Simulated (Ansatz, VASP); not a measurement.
# One calculation of Sn6Ge, two programs

```
CELL_PARAMETERS angstrom
5.26759 0.00000 0.00000
0.00000 5.26759 0.00000
0.00000 0.00000 7.22028
ATOMIC_POSITIONS crystal
Sn 0.00000 0.50000 0.77025
Sn 0.50000 0.00000 0.77025
Sn 0.00000 0.50000 0.22975
Sn 0.50000 0.00000 0.22975
Sn 0.50000 0.50000 0.50000
Sn 0.00000 0.00000 0.50000
Ge 0.00000 0.00000 0.00000
```

Alike in both runs: functional PBE; k mesh 3 × 3 × 3; occupations gaussian, width 0.2 eV; no spin polarisation.

Ansatz relaxed the structure, and its values are those at the end. VASP's run is a single point on that final structure, the one shown.

|  | VASP | Ansatz |
| --- | --- | --- |
| version | VASP 6.6.1 | Ansatz 0.2.0 |
| potentials or method | VASP PAW PBE potentials, release 64 (Sn_d, Ge_d), cutoff 520 eV | scalar-relativistic, plane waves, PAW |
| valence electrons in the cell | 98 | 98 |

```csv
,VASP,Ansatz,Ansatz less VASP
gap on the k mesh at the Fermi level (eV),none,none,-
pressure (GPa),0.0,0.0,+0.03
rms of the force components (eV/Å),0.024,0.023,-0.0007
```

A gap of «none» marks a metal or a gap that the smearing closes.

The k mesh is coarse, so the values compare programs but aren't converged.
